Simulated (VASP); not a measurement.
Wanted: the native input for a VASP 6.6.1 run.

```
Task                   : dielectric tensor
Functional             : RPBE
Potentials or basis    : VASP PAW PBE potentials, release 64 (Hf_pv, O)
Cutoff                 : 520 eV
k mesh                 : 8 × 8 × 5
Occupations            : gaussian, width 0.01 eV
Spin                   : no spin polarisation
Dipole correction      : no
Further INCAR settings : ALGO = Normal; EDIFF = 1e-08
```

The structure of HfO2 lies in POSCAR:

```
HfO2
1.0
    3.5580193300      0.0000000000      0.0000000000
    0.0000000000      3.5580193300      0.0000000000
    0.0000000000      0.0000000000      5.1718612100
Hf O
2 4
Direct
    0.0000000000      0.0000000000      0.0000000000
    0.5000000000      0.5000000000      0.5000000000
    0.0000000000      0.5000000000      0.1972078800
    0.5000000000      0.0000000000      0.3027921200
    0.5000000000      0.0000000000      0.8027921200
    0.0000000000      0.5000000000      0.6972078800
```

One way to write it, as run:

INCAR

```
SYSTEM = HfO2
  ALGO = Normal
  EDIFF = 1E-8
  ENCUT = 520
  GGA = RP
  ISIF = 2
  ISMEAR = 0
  LASPH = .TRUE.
  LCHARG = .FALSE.
  LEPSILON = .TRUE.
  LREAL = .FALSE.
  LWAVE = .FALSE.
  NELM = 60
  PREC = Accurate
  SIGMA = 0.01
```

KPOINTS

```
k-points
0
G
  8 8 5
  0 0 0
```

Potentials or basis: VASP PAW PBE potentials, release 64 (Hf_pv, O).

Command:

```sh
$ cat potpaw_PBE.64/Hf_pv/POTCAR potpaw_PBE.64/O/POTCAR > POTCAR
$ mpirun -np 1 vasp_std > vasp.out
```

It gave:

The band gap on the k mesh is 4.83 eV, indirect (least direct gap 4.90 eV). The electronic dielectric tensor (diagonal) is 5.15, 5.15, 4.65 and the born charges (mean of the diagonal) is Hf +5.28; O -2.64 e.

Caveat: spin-orbit coupling is left out, which moves the levels of the heavy elements.

It took 9.6 min on 1 thread of Intel(R) Xeon(R) Platinum 8488C (Sapphire Rapids), with other jobs on the host, peak memory 0.46 GiB.
